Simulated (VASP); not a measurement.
Write the native input for VASP 6.6.1 that does the following.

- Task: single point
- Functional: r2SCAN
- Potentials or basis: VASP PAW PBE potentials, release 64 (Pb_d, Se)
- Cutoff: 520 eV
- k mesh: 8 × 8 × 8
- Occupations: gaussian, width 0.01 eV
- Spin: no spin polarisation
- Dipole correction: no
- Further INCAR settings: ALGO = Normal; EDIFF = 1e-06; NBANDS = 17

Crystal: PbSe.

```
Pb Se
1.0
     0.00000    3.08870    3.08870
     3.08870    0.00000    3.08870
     3.08870    3.08870    0.00000
Pb Se
1 1
Cartesian
  0.0000 0.0000 0.0000
  3.0887 3.0887 3.0887
```

These files were run (other wordings do the same):

POSCAR

```
PbSe
1.0
    0.0000000000      3.0887022216      3.0887022216
    3.0887022216      0.0000000000      3.0887022216
    3.0887022216      3.0887022216      0.0000000000
Pb Se
1 1
Direct
    0.0000000000      0.0000000000      0.0000000000
    0.5000000000      0.5000000000      0.5000000000
```

INCAR.step1

```
PREC = Accurate
ENCUT = 520
ISMEAR = 0
SIGMA = 0.01
LREAL = F
LASPH = T
NELM = 80
NBANDS = 17
GGA = PE
ALGO = Normal
EDIFF = 1E-4
LWAVE = T
LCHARG = F
```

INCAR.step2

```
PREC = Accurate
ENCUT = 520
EDIFF = 1E-6
ISMEAR = 0
SIGMA = 0.01
LREAL = F
LASPH = T
NELM = 80
ALGO = Normal
ISIF = 2
LWAVE = F
LCHARG = F
METAGGA = R2SCAN
LMIXTAU = T
NBANDS = 17
ISTART = 1
```

KPOINTS

```
regular mesh
0
Gamma
  8 8 8
```

Potentials or basis: VASP PAW PBE potentials, release 64 (Pb_d, Se).

Launch:

```console
$ cat potpaw_PBE.64/Pb_d/POTCAR potpaw_PBE.64/Se/POTCAR > POTCAR
$ cp INCAR.step1 INCAR
$ mpirun -np 1 vasp_std > vasp.out
$ cp INCAR.step2 INCAR
$ mpirun -np 1 vasp_std > vasp.out
```

Results of the run:

```yaml
Pressure: 0.0 GPa
Band_gap_on_the_k_mesh: 0.67 eV, direct
```

Caveat: the PAW data sets were made with another functional, which shifts forces and pressure a little; spin-orbit coupling is left out, which moves the levels of the heavy elements.

It took 51 s on 1 thread of AMD EPYC 9R45 (Zen 5), with other jobs on the host, peak memory 0.16 GiB.
